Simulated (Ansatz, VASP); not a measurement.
NaH in VASP and in Ansatz

```
CELL_PARAMETERS angstrom
0.00000 2.39751 2.39751
2.39751 0.00000 2.39751
2.39751 2.39751 0.00000
ATOMIC_POSITIONS crystal
Na 0.00000 0.00000 0.00000
H 0.50000 0.50000 0.50000
```

Alike in both runs: task single point; functional PBE; k mesh 6 × 6 × 6; occupations gaussian, width 0.05 eV; no spin polarisation.

```csv
,VASP,Ansatz
version,VASP 6.6.1,Ansatz 0.2.0
potentials or method,"VASP PAW PBE potentials, release 64 (Na_pv, H)",plane waves
plane-wave cutoff (eV),500,420
valence electrons in the cell,8,10
```

|  | VASP | Ansatz | Ansatz less VASP |
| --- | --- | --- | --- |
| gap on the k mesh at the Fermi level (eV) | 3.85 | 3.85 | +0.002 |
| pressure (GPa) | 0.5 | 0.6 | +0.07 |

VASP's potentials hold 8 valence electrons a cell and Ansatz's 10, so a difference there can come from the potentials and not from the codes.
